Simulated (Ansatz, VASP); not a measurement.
## CaC2: VASP beside Ansatz

```
Ca C
1.0
     1.88514    1.08839    3.85251
    -1.88514    1.08839    3.85251
     0.00000   -2.17677    3.85251
Ca C
1 2
Direct
  0.00000 0.00000 0.00000
  0.55387 0.55387 0.55387
  0.44613 0.44613 0.44613
```

Alike in both runs: functional LDA; k mesh 9 × 9 × 9; occupations gaussian, width 0.02 eV; no spin polarisation.

Ansatz relaxed the structure, and its values are those at the end. VASP's run is a single point on that final structure, the one shown.

|  | VASP | Ansatz |
| --- | --- | --- |
| version | VASP 6.6.1 | Ansatz 0.2.0 |
| potentials or method | VASP PAW LDA potentials, release 64 (Ca_sv, C), cutoff 520 eV | scalar-relativistic, plane waves, PAW |
| valence electrons in the cell | 18 | 18 |

|  | VASP | Ansatz | Ansatz less VASP |
| --- | --- | --- | --- |
| gap on the k mesh at the Fermi level (eV) | 2.51 | 2.53 | +0.016 |
| least direct gap on the mesh (eV) | 3.80 | 3.80 | 0.000 |
| pressure (GPa) | 0.4 | 0.0 | -0.43 |
| rms of the force components (eV/Å) | 0.040 | 0.000 | -0.0398 |

LDA's correlation is that of Perdew and Zunger in VASP and of Perdew and Wang (1992) in Ansatz.
